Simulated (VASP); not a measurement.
Input of a VASP 6.6.1 run:

Contents of INCAR:

```
PREC = Accurate
ENCUT = 520
EDIFF = 1E-6
ISMEAR = 1
SIGMA = 0.05
LREAL = F
LASPH = T
NELM = 80
ALGO = Normal
ISIF = 2
LWAVE = F
LCHARG = F
GGA = PS
NBANDS = 25
```

Contents of KPOINTS:

```
regular mesh
0
Gamma
  7 7 10
```

Contents of POSCAR:

```
Ti
1.0
    4.6000000000      0.0000000000      0.0000000000
   -2.3000000000      3.9837200000      0.0000000000
    0.0000000000      0.0000000000      2.8200000000
Ti
3
Direct
    0.0000000000      0.0000000000      0.0000000000
    0.3333333333      0.6666666667      0.5000000000
    0.6666666667      0.3333333333      0.5000000000
```

Potentials or basis: VASP PAW PBE potentials, release 64 (Ti_sv).

Launch:

```bash
$ cat potpaw_PBE.64/Ti_sv/POTCAR > POTCAR
$ mpirun -np 1 vasp_std > vasp.out
```

(1) Predict the pressure.

(2) Predict the band gap on the k mesh.

Answers

(1) -5.1 GPa.

(2) zero (bands 18 and 19 overlap by 0.23 eV).

Caveat: the cell stands under tension; the PAW data sets were made with another functional, which shifts forces and pressure a little.
